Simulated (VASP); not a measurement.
# BaTiO3 in VASP: notebook

Runs on BaTiO3. Level: r2SCAN. Tasks: single point, relaxation of cell and atoms.

Everything below comes from runs of VASP 6.6.1. Logs are shortened: lines on timing, memory, paths and dates and some standing lists are left out, and cuts for length are marked.

## (1) The cell of the first run

It takes space group P4/mmm (No. 123, tetragonal). Conventional cell: a = 3.914 Å, b = 3.914 Å, c = 4.055 Å, α = 90.00°, β = 90.00°, γ = 90.00°. Ba (site symmetry 4/mmm) has 12 O at 2.77 to 2.82 Å and 8 Ti at 3.43 Å within 3.6 Å. Ti (site symmetry 4/mmm) has 6 O at 1.96 to 2.03 Å within 2.6 Å. O (site symmetry mmm) has 2 Ti at 1.96 Å within 2.6 Å. O (site symmetry 4/mmm) has 2 Ti at 2.03 Å within 2.7 Å.

## (2) Single point, r2SCAN

Contents of POSCAR:

```
BaTiO3
1.0
    3.9141580071      0.0000000000      0.0000000000
    0.0000000000      3.9141580071      0.0000000000
    0.0000000000      0.0000000000      4.0552353830
Ba Ti O
1 1 3
Direct
    0.5000000000      0.5000000000      0.5000000000
    0.0000000000      0.0000000000      0.0000000000
    0.5000000000      0.0000000000      0.0000000000
    0.0000000000      0.5000000000      0.0000000000
    0.0000000000      0.0000000000      0.5000000000
```

Contents of INCAR.step1:

```
SYSTEM = BaTiO3
  ALGO = Normal
  EDIFF = 1E-4
  ENCUT = 520
  GGA = PE
  ISMEAR = 0
  LASPH = .True.
  LCHARG = .False.
  LREAL = .False.
  LWAVE = .True.
  NBANDS = 28
  NELM = 60
  PREC = Accurate
  SIGMA = 0.02
```

Contents of INCAR.step2:

```
SYSTEM = BaTiO3
  ALGO = Normal
  EDIFF = 1E-7
  ENCUT = 520
  ISIF = 2
  ISMEAR = 0
  ISTART = 1
  LASPH = .True.
  LCHARG = .False.
  LMIXTAU = .True.
  LREAL = .False.
  LWAVE = .False.
  METAGGA = R2SCAN
  NBANDS = 28
  NELM = 60
  PREC = Accurate
  SIGMA = 0.02
```

Contents of KPOINTS:

```
k-points
0
Gamma
  8 8 8
  0 0 0
```

Potentials or basis: VASP PAW PBE potentials, release 64 (Ba_sv, Ti_sv, O).

Launch:

```sh
cat potpaw_PBE.64/Ba_sv/POTCAR potpaw_PBE.64/Ti_sv/POTCAR potpaw_PBE.64/O/POTCAR > POTCAR
cp INCAR.step1 INCAR
mpirun -np 1 vasp_std > vasp.out
cp INCAR.step2 INCAR
mpirun -np 1 vasp_std > vasp.out
```

OUTCAR:

```text
SYSTEM = BaTiO3
   EDIFF = 1E-7
   ENCUT = 520
   ISIF = 2
   ISMEAR = 0
   ISTART = 1
   LASPH = .True.
   LREAL = .False.
   METAGGA = R2SCAN
   NELM = 60
   PREC = Accurate

 ion  position               nearest neighbor table
   1  0.500  0.500  0.500-   5 2.77   5 2.77   5 2.77   5 2.77   4 2.82   3 2.82   4 2.82   3 2.82
                             4 2.82   3 2.82   4 2.82   3 2.82   2 3.43   2 3.43   2 3.43   2 3.43
   2  0.000  0.000  0.000-   3 1.96   4 1.96   4 1.96   3 1.96   5 2.03   5 2.03   1 3.43   1 3.43
                             1 3.43   1 3.43   1 3.43   1 3.43   1 3.43   1 3.43
   3  0.500  0.000  0.000-   2 1.96   2 1.96   1 2.82   1 2.82   1 2.82   1 2.82
   4  0.000  0.500  0.000-   2 1.96   2 1.96   1 2.82   1 2.82   1 2.82   1 2.82
   5  0.000  0.000  0.500-   2 2.03   2 2.03   1 2.77   1 2.77   1 2.77   1 2.77

  LATTYP: Found a simple tetragonal cell.
 ALAT       =     3.9141580071
 C/A-ratio  =     1.0360428413

  Lattice vectors:

 A1 = (   3.9141580071,   0.0000000000,   0.0000000000)
 A2 = (   0.0000000000,   3.9141580071,   0.0000000000)
 A3 = (   0.0000000000,   0.0000000000,   4.0552353830)

Analysis of symmetry for initial positions (statically):
=====================================================================
 Subroutine PRICEL returns:
 Original cell was already a primitive cell.

 Routine SETGRP: Setting up the symmetry group for a
 simple tetragonal supercell.

 Subroutine GETGRP returns: Found 16 space group operations
 (whereof 16 operations were pure point group operations)
 out of a pool of 16 trial point group operations.

The static configuration has the point symmetry D_4h.

Analysis of symmetry for dynamics (positions and initial velocities):
=====================================================================
 Subroutine PRICEL returns:
 Original cell was already a primitive cell.

 Routine SETGRP: Setting up the symmetry group for a
 simple tetragonal supercell.

 Subroutine GETGRP returns: Found 16 space group operations
 (whereof 16 operations were pure point group operations)
 out of a pool of 16 trial point group operations.

The dynamic configuration has the point symmetry D_4h.

 Subroutine INISYM returns: Found 16 space group operations
 (whereof 16 operations are pure point group operations),
 and found     1 'primitive' translations

----------------------------------------------------------------------------------------

                                     Primitive cell

  volume of cell :      62.1288

  direct lattice vectors                    reciprocal lattice vectors
     3.914158007  0.000000000  0.000000000     0.255482788  0.000000000  0.000000000
     0.000000000  3.914158007  0.000000000     0.000000000  0.255482788  0.000000000
     0.000000000  0.000000000  4.055235383     0.000000000  0.000000000  0.246594810

  length of vectors
     3.914158007  3.914158007  4.055235383     0.255482788  0.255482788  0.246594810

  position of ions in fractional coordinates (direct lattice)
     0.500000000  0.500000000  0.500000000
     0.000000000  0.000000000  0.000000000
     0.500000000  0.000000000  0.000000000
     0.000000000  0.500000000  0.000000000
     0.000000000  0.000000000  0.500000000

  ion indices of the primitive-cell ions
   primitive index   ion index
                 1           1
                 2           2
                 3           3
                 4           4
                 5           5

----------------------------------------------------------------------------------------

 KPOINTS: k-points

Automatic generation of k-mesh.
 Grid dimensions read from file:
 generate k-points for:    8    8    8

 Generating k-lattice:

  Cartesian coordinates                     Fractional coordinates (reciprocal lattice)
     0.031935348  0.000000000  0.000000000     0.125000000  0.000000000  0.000000000
     0.000000000  0.031935348  0.000000000     0.000000000  0.125000000  0.000000000
     0.000000000  0.000000000  0.030824351     0.000000000  0.000000000  0.125000000

  Length of vectors
     0.031935348  0.031935348  0.030824351

  Shift w.r.t. Gamma in fractional coordinates (k-lattice)
     0.000000000  0.000000000  0.000000000

 Subroutine IBZKPT returns following result:
 ===========================================

 Found     75 irreducible k-points:

 Following reciprocal coordinates:
            Coordinates               Weight
  0.000000  0.000000  0.000000      1.000000
  0.125000  0.000000  0.000000      4.000000
  0.250000  0.000000  0.000000      4.000000
  0.375000  0.000000  0.000000      4.000000
  0.500000  0.000000  0.000000      2.000000
  0.125000  0.125000  0.000000      4.000000
[... 16 lines left out ...]
  0.375000  0.125000  0.125000     16.000000
  0.500000  0.125000  0.125000      8.000000
 [... further k-points ...]
   k-points           NKPTS =     75   k-points in BZ     NKDIM =     75   number of bands    NBANDS=     28
   number of dos      NEDOS =    301   number of ions     NIONS =      5
   total plane-waves  NPLWV =  27000
   dimension x,y,z NGX =    30 NGY =   30 NGZ =   30
   dimension x,y,z NGXF=    60 NGYF=   60 NGZF=   60
   ions per type =               1   1   3
   NGX,Y,Z   is equivalent  to a cutoff of  12.74, 12.74, 12.30 a.u.
   NGXF,Y,Z  is equivalent  to a cutoff of  25.48, 25.48, 24.60 a.u.
 SYSTEM =  BaTiO3
   PREC   = accura    normal or accurate (medium, high low for compatibility)
   ISTART =      1    job   : 0-new  1-cont  2-samecut
   ICHARG =      0    charge: 1-file 2-atom 10-const
   ISPIN  =      1    spin polarized calculation?
   LNONCOLLINEAR =      F non collinear calculations
   LSORBIT =      F    spin-orbit coupling
   LASPH  =      T    aspherical Exc in radial PAW
   ENCUT  =  520.0 eV  38.22 Ry    6.18 a.u.   7.28  7.28  7.54*2*pi/ulx,y,z
   NELM   =     60;   NELMIN=  2; NELMDL=  0     # of ELM steps
   EDIFF  = 0.1E-06   stopping-criterion for ELM
   LREAL  =      F    real-space projection
   EDIFFG = 0.1E-05   stopping-criterion for IOM
   NSW    =      0    number of steps for IOM
   IBRION =     -1    ionic relax: 0-MD 1-quasi-New 2-CG
   NFREE  =      0    steps in history (QN), initial steepest desc. (CG)
   ISIF   =      2    stress and relaxation
   ISYM   =      2    0-nonsym 1-usesym 2-fastsym
   POTIM  = 0.5000    time-step for ionic-motion
   TEBEG  =    0.0;   TEEND  =   0.0 temperature during run
   PSTRESS=    0.0 pullay stress
   NELECT =      40.0000    total number of electrons
   NUPDOWN=      -1.0000    fix difference up-down
   EMIN   =  10.00;   EMAX   =-10.00  energy-range for DOS
   EFERMI =   0.00;   METHOD = LEGACY
   ISMEAR =     0;   SIGMA  =   0.02  broadening in eV -4-tet -1-fermi 0-gaus
   EFERMI_NEDOS =   21; number of points for ismear=-14 and -15
   IALGO  =     38    algorithm
   IMIX   =      4    mixing-type and parameters
     AMIX     =   0.40;   BMIX     =  1.00
     AMIX_MAG =   1.60;   BMIX_MAG =  1.00
  volume/ion in A,a.u.               =      12.43        83.85
  Fermi-wavevector in a.u.,A,eV,Ry     =   1.413613  2.671341 27.188550  1.998302
  Thomas-Fermi vector in A             =   2.535241
   LORBIT       =      0    0 simple, 1 ext, 2 COOP (PROOUT), +10 PAW based schemes
   METAGGA = R2SCAN    functional components
   LHFCALC =     F    Hartree Fock is set to
   AEXX    =    0.0000 exact exchange contribution
   IVDW    =     0    specifies the selected vdW correction
   LEPSILON=     F    determine dielectric tensor
   LRPA    =     F    only Hartree local field effects (RPA)
 non-spin polarized calculation
 Gauss-broadening in eV      SIGMA  =   0.02
  energy-cutoff  :      520.00
  volume of cell :       62.13
 maximum number of plane-waves:      1690
 NGX is ok and might be reduce to    30
   NGX = 15   NGY = 15   NGZ = 15

 number of electron      40.0000001 magnetization

 Free energy of the ion-electron system (eV)
  ---------------------------------------------------
  ext. energy  EPLUGINS =         0.00000000
  ---------------------------------------------------
  free energy    TOTEN  =       -74.14738524 eV

  energy without entropy =      -74.14738524  energy(sigma->0) =      -74.14738524

 E-fermi :   4.0804     XC(G=0): -12.0989

 val. band max:        3.8323930503   @ k =   0.5000   0.5000   0.5000
 cond. band min:       5.9678411392   @ k =   0.0000   0.0000   0.0000
 fundamental gap:      2.1354480889
 Fermi energy:         4.0804068678

 k-point     1 :       0.0000    0.0000    0.0000
  band No.  band energies     occupation
      1     -54.9489      2.00000
      2     -30.1358      2.00000
      3     -30.1358      2.00000
      4     -30.1142      2.00000
      5     -21.6245      2.00000
      6     -14.1904      2.00000
[... 20 lines left out ...]
     27       9.6174      0.00000
     28      12.4785      0.00000

 k-point     2 :       0.1250    0.0000    0.0000
  band No.  band energies     occupation
      1     -54.9487      2.00000
      2     -30.1474      2.00000
      3     -30.1354      2.00000
      4     -30.1138      2.00000
      5     -21.6008      2.00000
      6     -14.1818      2.00000
[... 20 lines left out ...]
     27       9.9462      0.00000
     28      12.8745      0.00000

 k-point     3 :       0.2500    0.0000    0.0000
  band No.  band energies     occupation
      1     -54.9481      2.00000
      2     -30.1754      2.00000
      3     -30.1344      2.00000
      4     -30.1128      2.00000
      5     -21.5426      2.00000
      6     -14.2365      2.00000
[... 20 lines left out ...]
     27      10.7738      0.00000
     28      12.9257      0.00000

 k-point     4 :       0.3750    0.0000    0.0000
  band No.  band energies     occupation
      1     -54.9475      2.00000
      2     -30.2030      2.00000
      3     -30.1334      2.00000
      4     -30.1118      2.00000
      5     -21.4828      2.00000
      6     -14.3552      2.00000
[... 20 lines left out ...]
     27      11.7866      0.00000
     28      12.7970      0.00000

 k-point     5 :       0.5000    0.0000    0.0000
  band No.  band energies     occupation
      1     -54.9473      2.00000
      2     -30.2144      2.00000
      3     -30.1330      2.00000
      4     -30.1114      2.00000
      5     -21.4576      2.00000
      6     -14.4131      2.00000
[... 20 lines left out ...]
     27      12.3198      0.00000
     28      12.7426      0.00000

 k-point     6 :       0.1250    0.1250    0.0000
  band No.  band energies     occupation
      1     -54.9485      2.00000
      2     -30.1473      2.00000
      3     -30.1467      2.00000
      4     -30.1134      2.00000
      5     -21.5784      2.00000
      6     -14.1566      2.00000
[... 463 lines left out ...]
      5     -21.5615      2.00000
      6     -14.1723      2.00000
[... 20 lines left out ...]
     27      10.4885      0.00000
     28      12.9039      0.00000

 k-point    22 :       0.2500    0.1250    0.1250
  band No.  band energies     occupation
      1     -54.9477      2.00000
      2     -30.1745      2.00000
      3     -30.1456      2.00000
      4     -30.1197      2.00000
      5     -21.5090      2.00000
      6     -14.1547      2.00000
[... 20 lines left out ...]
     27      11.2066      0.00000
     28      13.0946      0.00000

 k-point    23 :       0.3750    0.1250    0.1250
  band No.  band energies     occupation
      1     -54.9472      2.00000
      2     -30.2020      2.00000
      3     -30.1446      2.00000
      4     -30.1186      2.00000
      5     -21.4551      2.00000
      6     -14.2198      2.00000
[... 20 lines left out ...]
     27      12.1780      0.00000
     28      13.2558      0.00000

 k-point    24 :       0.5000    0.1250    0.1250
  band No.  band energies     occupation
      1     -54.9469      2.00000
      2     -30.2133      2.00000
      3     -30.1441      2.00000
      4     -30.1182      2.00000
      5     -21.4324      2.00000
      6     -14.2607      2.00000
[... 20 lines left out ...]
     27      12.5967      0.00000
     28      13.3998      0.00000

 [... further k-points ...]
[... 5 lines left out ...]
  --------------------------------------------------------------------------------------
  -------------------------------------------------------------------------------------
  Total        3.8887250      3.8887250      0.7772574      0.0000000      0.0000000      0.0000000
  in kB      100.2824753    100.2824753     20.0439218      0.0000000      0.0000000      0.0000000
  external PRESSURE =      73.5362908 kB  Pullay stress =       0.0000000 kB

 VOLUME and BASIS-vectors are now :
 -----------------------------------------------------------------------------
  energy-cutoff  :      520.00
  volume of cell :       62.13
      direct lattice vectors                 reciprocal lattice vectors
     3.914158007  0.000000000  0.000000000     0.255482788  0.000000000  0.000000000
     0.000000000  3.914158007  0.000000000     0.000000000  0.255482788  0.000000000
     0.000000000  0.000000000  4.055235383     0.000000000  0.000000000  0.246594810

 POSITION                                       TOTAL-FORCE (eV/Angst)
 -----------------------------------------------------------------------------------
      1.95708      1.95708      2.02762         0.000000      0.000000      0.000000
      0.00000      0.00000      0.00000         0.000000      0.000000      0.000000
      1.95708      0.00000      0.00000         0.000000      0.000000      0.000000
      0.00000      1.95708      0.00000         0.000000      0.000000      0.000000
      0.00000      0.00000      2.02762         0.000000      0.000000      0.000000
 -----------------------------------------------------------------------------------
    total drift:                                0.000000     -0.000000      0.000000

  FREE ENERGIE OF THE ION-ELECTRON SYSTEM (eV)
  ---------------------------------------------------
  free  energy   TOTEN  =       -74.1473852364 eV

  energy  without entropy=      -74.1473852364  energy(sigma->0) =      -74.14738524
```

Run time: 3.9 min. Hardware: 1 thread of Intel Xeon 6975P-C (Granite Rapids), shared host; peak memory 0.27 GiB.

Results:

```yaml
Free_energy: -74.1474 eV
Pressure: 7.4 GPa
Band_gap_on_the_k_mesh: 2.14 eV, indirect (least direct gap 2.30 eV)
```

Caveat: the PAW data sets were made with another functional, which shifts forces and pressure a little; spin-orbit coupling is left out, which moves the levels of the heavy elements. A k mesh can miss the band edges.

## (3) Single point, r2SCAN (biaxial strain in the a-b plane: -1.0 %)

POSCAR: that of step 2 with these lines changed.

```diff
@@ -2,5 +2,5 @@
 1.0
-    3.9141580071      0.0000000000      0.0000000000
-    0.0000000000      3.9141580071      0.0000000000
-    0.0000000000      0.0000000000      4.0552353830
+    3.9540983949      0.0000000000      0.0000000000
+    0.0000000000      3.9540983949      0.0000000000
+    0.0000000000      0.0000000000      4.0180030154
 Ba Ti O
```

Contents of INCAR.step1:

```
SYSTEM = BaTiO3
  PREC = Accurate
  ENCUT = 520
  ISMEAR = 0
  SIGMA = 0.02
  LREAL = .False.
  LASPH = .True.
  NELM = 60
  NBANDS = 28
  GGA = PE
  ALGO = Normal
  EDIFF = 1E-4
  LWAVE = .True.
  LCHARG = .False.
```

Contents of INCAR.step2:

```
SYSTEM = BaTiO3
  PREC = Accurate
  ENCUT = 520
  EDIFF = 1E-7
  ISMEAR = 0
  SIGMA = 0.02
  LREAL = .False.
  LASPH = .True.
  NELM = 60
  ALGO = Normal
  ISIF = 2
  LWAVE = .False.
  LCHARG = .True.
  METAGGA = R2SCAN
  LMIXTAU = .True.
  LELF = .True.
  LVHAR = .True.
  NBANDS = 28
  ISTART = 1
```

Contents of KPOINTS:

```
regular mesh
0
Gamma
  8 8 8
  0 0 0
```

Potentials or basis: VASP PAW PBE potentials, release 64 (Ba_sv, Ti_sv, O).

Launch:

```sh
cat potpaw_PBE.64/Ba_sv/POTCAR potpaw_PBE.64/Ti_sv/POTCAR potpaw_PBE.64/O/POTCAR > POTCAR
cp INCAR.step1 INCAR
mpirun -np 1 vasp_std > vasp.out
cp INCAR.step2 INCAR
mpirun -np 1 vasp_std > vasp.out
```

It took 3.9 min on 1 thread of Intel Xeon 6975P-C (Granite Rapids), shared host; peak memory 0.27 GiB.

It converged, with:

```
Free energy            : -74.2033 eV
Pressure               : 4.8 GPa
Band gap on the k mesh : 2.15 eV, indirect (least direct gap 2.30 eV)
```

Stress tensor (GPa, compression positive):
```
5.98 0.00 0.00
0.00 5.98 0.00
0.00 0.00 2.46
```

Levels at points of the mesh, in eV from the valence-band top:
```
           k point  band 17  band 18  band 19  band 20  band 21  band 22  band 23  band 24
(0.00, 0.00, 0.00)    -1.16    -0.17    -0.15    -0.15     2.15     2.15     2.18     4.23
(0.50, 0.00, 0.00)    -1.94    -1.94    -0.79    -0.76     2.32     3.98     3.99     4.27
(0.50, 0.50, 0.00)    -1.79    -0.80    -0.80    -0.08     3.99     3.99     4.46     5.14
(0.00, 0.00, 0.50)    -1.75    -1.75    -0.76    -0.76     2.33     3.85     3.85     4.37
(0.50, 0.00, 0.50)    -1.80    -0.95    -0.94    -0.14     3.86     4.00     4.37     5.29
(0.50, 0.50, 0.50)    -2.39    -0.03    -0.03     0.00     4.63     4.63     4.71     7.45
```

Caveat: the cell differs from its parent crystal (biaxial strain in the a-b plane: -1.0 %); the PAW data sets were made with another functional, which shifts forces and pressure a little; spin-orbit coupling is left out, which moves the levels of the heavy elements.

## (4) Single point, r2SCAN (biaxial strain in the a-b plane: -1.0 %, then relaxed in part)

POSCAR: that of step 3 with these lines changed.

```diff
@@ -4,3 +4,3 @@
     0.0000000000      3.9540983949      0.0000000000
-    0.0000000000      0.0000000000      4.0180030154
+    0.0000000000      0.0000000000      4.0237559327
 Ba Ti O
```

Contents of INCAR.step1:

```
PREC = Accurate ; ENCUT = 520
ISMEAR = 0 ; SIGMA = 0.02
LREAL = False ; LASPH = True
NELM = 80 ; NBANDS = 28
GGA = PE ; ALGO = Normal
EDIFF = 1E-4 ; LWAVE = True
LCHARG = False
```

Contents of INCAR.step2:

```
PREC = Accurate ; ENCUT = 520
EDIFF = 1E-7 ; ISMEAR = 0
SIGMA = 0.02 ; LREAL = False
LASPH = True ; NELM = 80
ALGO = Normal ; ISIF = 2
LWAVE = False ; LCHARG = False
METAGGA = R2SCAN ; LMIXTAU = True
NBANDS = 28 ; ISTART = 1
```

Contents of KPOINTS:

```
regular mesh
0
Gamma
  8 8 8
```

Launch:

```sh
cat potpaw_PBE.64/Ba_sv/POTCAR potpaw_PBE.64/Ti_sv/POTCAR potpaw_PBE.64/O/POTCAR > POTCAR
cp INCAR.step1 INCAR
mpirun -np 1 vasp_std > vasp.out
cp INCAR.step2 INCAR
mpirun -np 1 vasp_std > vasp.out
```

Run time: 4 min. Hardware: 1 thread of Intel Xeon 6975P-C (Granite Rapids), shared host; peak memory 0.27 GiB.

Results (log left out):

```yaml
Free_energy: -74.2047 eV
Pressure: 4.5 GPa
Band_gap_on_the_k_mesh: 2.14 eV, indirect (least direct gap 2.30 eV)
```

Stress tensor (GPa, compression positive):
```
5.80 0.00 0.00
0.00 5.80 0.00
0.00 0.00 2.00
```

Levels at points of the mesh, in eV from the valence-band top:
| k point | band 18 | band 19 | band 20 | band 21 | band 22 | band 23 |
| --- | --- | --- | --- | --- | --- | --- |
| (0.00, 0.00, 0.00) | -0.18 | -0.16 | -0.16 | 2.14 | 2.14 | 2.18 |
| (0.50, 0.00, 0.00) | -1.94 | -0.79 | -0.76 | 2.31 | 3.98 | 3.99 |
| (0.50, 0.50, 0.00) | -0.80 | -0.80 | -0.08 | 3.99 | 3.99 | 4.46 |
| (0.00, 0.00, 0.50) | -1.74 | -0.76 | -0.76 | 2.32 | 3.83 | 3.83 |
| (0.50, 0.00, 0.50) | -0.96 | -0.95 | -0.14 | 3.84 | 3.99 | 4.36 |
| (0.50, 0.50, 0.50) | -0.03 | -0.03 | 0.00 | 4.62 | 4.62 | 4.71 |

Caveat: the cell differs from its parent crystal (biaxial strain in the a-b plane: -1.0 %, then relaxed in part); the PAW data sets were made with another functional, which shifts forces and pressure a little; spin-orbit coupling is left out, which moves the levels of the heavy elements. A k mesh can miss the band edges.

[end of part 1 of 2]
